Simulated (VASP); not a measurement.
## HgTe: single point with PBE

Crystal: HgTe.

```
Hg Te
1.0
     0.00000    3.12679    3.27185
     3.12679    0.00000    3.27185
     3.12679    3.12679    0.00000
Hg Te
1 1
Direct
  0.00000 0.00000 0.00000
  0.75000 0.75000 0.75000
```

This cell differs from its parent crystal: strain -0.030 along x and y, +0.015 along z.

| Item | Value |
| --- | --- |
| Program | VASP 6.6.1 |
| Task | single point |
| Functional | PBE |
| Potentials or basis | VASP PAW PBE potentials, release 64 (Hg, Te) |
| Cutoff | 520 eV |
| k mesh | 14 × 14 × 14 |
| Occupations | gaussian, width 0.15 eV |
| Spin | no spin polarisation |

- Pressure: 6.9 GPa
- Band gap on the k mesh: zero (filled and empty bands touch)

Stress tensor (GPa, compression positive):
```
7.05 0.00 0.00
0.00 7.05 0.00
0.00 0.00 6.54
```

Levels at points of the mesh, in eV from the Fermi level:
```
           k point  band 7  band 8  band 9  band 10  band 11  band 12
(0.00, 0.00, 0.00)   -0.76   -0.29   -0.10    -0.10     3.98     3.98
(0.50, 0.00, 0.00)   -6.01   -1.37   -1.14     0.53     4.70     4.95
(0.50, 0.50, 0.00)   -6.05   -2.54   -2.54     1.94     2.34     8.05
(0.50, 0.00, 0.50)   -5.81   -2.79   -2.67     1.59     2.11     8.35
```

Run time: 7.6 min on 1 thread of AMD EPYC 7571 (shared host), peak memory 0.37 GiB.

Caveat: the cell differs from its parent crystal (strain -0.030 along x and y, +0.015 along z); the cell stands under pressure; semilocal functionals underestimate gaps, so a narrow gap can read as zero; spin-orbit coupling is left out, which moves the levels of the heavy elements.
